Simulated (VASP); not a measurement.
**MgSi6C6: single point with PBE**

Crystal: MgSi6C6.

```
Mg Si C
1.0
     6.02635   -0.03616    0.33933
    -1.91229    4.76305   -0.05628
     0.51655    0.07924    7.19257
Mg Si C
1 6 6
Direct
  0.27313 0.30486 0.79066
  0.69367 0.09260 0.58702
  0.62542 0.07556 0.91633
  0.31365 0.94682 0.49590
  0.93164 0.40914 0.05891
  0.71489 0.71431 0.74675
  0.20280 0.08605 0.22792
  0.29256 0.97812 0.99530
  0.97003 0.36791 0.46045
  0.11913 0.72605 0.91679
  0.10853 0.58435 0.56210
  0.04720 0.73726 0.72555
  0.04066 0.31028 0.26632
```

The cell was generated, and may not be a known phase.

* Program: VASP 6.6.1
* Task: single point
* Functional: PBE
* Potentials or basis: VASP PAW PBE potentials, release 64 (Mg, Si, C)
* Cutoff: 520 eV
* k mesh: 4 × 4 × 2
* Occupations: gaussian, width 0.1 eV
* Spin: no spin polarisation
* Dipole correction: no
* Further INCAR settings: ALGO = Normal; EDIFF = 1e-06; NBANDS = 37

```
Pressure               : 0.0 GPa
Largest force          : 0.045 eV/Å
Band gap on the k mesh : zero (bands 25 and 26 overlap by 0.46 eV)
```

Forces on the atoms (eV/Å):
```
Mg   0.003 -0.003 -0.004
Si   0.013  0.003  0.006
Si   0.001  0.000 -0.001
Si  -0.008  0.000  0.010
Si  -0.003 -0.009  0.003
Si  -0.009  0.003 -0.010
Si   0.009  0.002  0.010
C    0.010  0.028  0.034
C   -0.006 -0.029  0.003
C   -0.008 -0.035 -0.008
C    0.001  0.024  0.001
C   -0.006  0.022 -0.005
C    0.003 -0.007 -0.039
```

Levels at points of the mesh, in eV from the Fermi level:
| k point | band 21 | band 22 | band 23 | band 24 | band 25 | band 26 | band 27 | band 28 | band 29 | band 30 |
| --- | --- | --- | --- | --- | --- | --- | --- | --- | --- | --- |
| (0.00, 0.00, 0.00) | -2.32 | -2.13 | -1.86 | -1.64 | -1.35 | 0.64 | 0.81 | 0.98 | 1.85 | 1.96 |
| (0.50, 0.00, 0.00) | -2.15 | -2.04 | -1.67 | -1.30 | -0.70 | -0.28 | 0.34 | 0.91 | 1.04 | 2.17 |
| (0.00, 0.50, 0.00) | -2.39 | -1.94 | -1.72 | -0.77 | 0.09 | 0.28 | 0.67 | 1.39 | 1.72 | 2.40 |
| (0.50, 0.50, 0.00) | -2.47 | -1.68 | -1.42 | -1.20 | -0.43 | 0.59 | 1.24 | 1.45 | 1.55 | 2.18 |
| (0.00, 0.00, 0.50) | -2.53 | -2.40 | -1.71 | -1.33 | -1.13 | 0.28 | 0.67 | 1.44 | 1.75 | 2.17 |
| (0.50, 0.00, 0.50) | -2.50 | -2.06 | -1.42 | -1.15 | -1.14 | 0.22 | 0.37 | 0.71 | 1.45 | 1.97 |
| (0.00, 0.50, 0.50) | -2.06 | -1.77 | -1.37 | -0.81 | 0.18 | 0.41 | 0.61 | 0.92 | 1.65 | 2.28 |
| (0.50, 0.50, 0.50) | -2.54 | -2.02 | -1.43 | -1.18 | -0.38 | 0.87 | 1.32 | 1.63 | 1.81 | 1.94 |

It took 94 s on 1 thread of Intel(R) Xeon(R) 6975P-C (Granite Rapids), with other jobs on the host, peak memory 0.38 GiB.

Caveat: the k points lie up to 0.44 Å⁻¹ apart.
